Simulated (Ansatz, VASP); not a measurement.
Ta2N: VASP beside Ansatz

```xyz
3
Lattice="3.0064 0.0000 0.0000 -1.5032 2.6036 0.0000 0.0000 0.0000 4.7004" Properties=species:S:1:pos:R:3 pbc="T T T"
Ta    1.5032    0.8679    3.5098
Ta    0.0000    1.7357    1.1907
N     0.0000    0.0000    0.0000
```

Alike in both runs: task single point; functional LDA; k mesh 18 × 18 × 10; occupations gaussian, width 0.15 eV; no spin polarisation.

|  | VASP | Ansatz |
| --- | --- | --- |
| version | VASP 6.6.1 | Ansatz 0.2.0 |
| potentials or method | VASP PAW LDA potentials, release 64 (Ta_pv, N), cutoff 520 eV | scalar-relativistic, plane waves, PAW |
| valence electrons in the cell | 27 | 31 |

|  | VASP | Ansatz | Ansatz less VASP |
| --- | --- | --- | --- |
| gap on the k mesh at the Fermi level (eV) | none | none | - |
| pressure (GPa) | 21.6 | 19.6 | -1.94 |
| traceless stress, the component that is largest in VASP (GPa) | -0.03 | 0.08 | +0.104 |
| rms of the force components (eV/Å) | 0.239 | 0.211 | -0.0280 |

Ansatz warns that its potentials were made for another functional, while VASP's fit it. LDA's correlation is that of Perdew and Zunger in VASP and of Perdew and Wang (1992) in Ansatz. Atom by atom the forces differ by 0.028 eV/Å (rms over components). A gap of «none» marks a metal or a gap that the smearing closes. VASP's potentials hold 27 valence electrons a cell and Ansatz's 31, so a difference there can come from the potentials and not from the codes.

Neither program's run includes spin-orbit coupling.
